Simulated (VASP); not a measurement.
Pd:

```
Pd
1.0
     4.36466    0.00000    0.00000
    -2.18233    3.77991    0.00000
     0.00000    0.00000    2.67554
Pd
3
Direct
  0.00000 0.00000 0.00000
  0.33333 0.66667 0.50000
  0.66667 0.33333 0.50000
```

This isn't the form of Pd at room conditions, which is fcc.

```yaml
Program: VASP 6.6.1
Task: relaxation of cell and atoms
Functional: revPBE
Potentials_or_basis: VASP PAW PBE potentials, release 64 (Pd)
Cutoff: 600 eV
k_mesh: 8 × 8 × 12
Occupations: fermi-dirac, width 0.1 eV
Spin: no spin polarisation
```

At the start: pressure 15.4 GPa; volume 14.71 Å³/atom.

**Question.** Where does the relaxation end?

**Answer.** Over 9 steps the energy falls by 63.1 meV/atom and the volume is 15.98 Å³/atom (+8.6 %); space group P6/mmm (No. 191, to 0.1 Å) before and after.

The path:
| step | energy change (eV) | largest force (eV/Å) | pressure (GPa) | volume (Å³) |
| --- | --- | --- | --- | --- |
| 1 | 0.0000 | 0.0000 | 15.41 | 44.14 |
| 2 | 0.0588 | 0.0000 | -11.88 | 53.79 |
| 3 | -0.1852 | 0.0000 | -0.66 | 48.20 |
| 4 | -0.1853 | 0.0000 | -0.43 | 48.12 |
| 5 | -0.1853 | 0.0000 | -0.19 | 48.03 |
| 6 | -0.1891 | 0.0000 | 0.22 | 47.88 |
| 7 | -0.1891 | 0.0000 | 0.23 | 47.88 |
| 8 | -0.1892 | 0.0000 | -0.17 | 48.02 |
| 9 | -0.1892 | 0.0000 | 0.01 | 47.95 |

Final structure:
```
CELL_PARAMETERS angstrom
4.53100 0.00000 0.00000
-2.26550 3.92396 0.00000
0.00000 0.00000 2.69709
ATOMIC_POSITIONS crystal
Pd 0.00000 0.00000 0.00000
Pd 0.33333 0.66667 0.50000
Pd 0.66667 0.33333 0.50000
```

Caveat: the PAW data sets were made with another functional, which shifts forces and pressure a little.
